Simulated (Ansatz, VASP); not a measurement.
# Cs in VASP and in Ansatz

```
Cs
1.0
     0.00000    3.87697    3.87697
     3.87697    0.00000    3.87697
     3.87697    3.87697    0.00000
Cs
1
Direct
  0.00000 0.00000 0.00000
```

Alike in both runs: functional PBE; k mesh 9 × 9 × 9; occupations fermi-dirac, width 0.05 eV; non-collinear spin, spin-orbit coupling.

Ansatz relaxed the structure, and its values are those at the end. VASP's run is a single point on that final structure, the one shown.

|  | VASP | Ansatz |
| --- | --- | --- |
| version | VASP 6.6.1 | Ansatz 0.2.0 |
| potentials or method | VASP PAW PBE potentials, release 64 (Cs_sv) | PAW with Ansatz's default frozen-core files, fully relativistic files with spin-orbit coupling |
| plane-wave cutoff (eV) | 520 | 420 |
| valence electrons in the cell | 9 | 9 |

|  | VASP | Ansatz | Ansatz less VASP |
| --- | --- | --- | --- |
| pressure (GPa) | 0.0 | 0.0 | +0.01 |
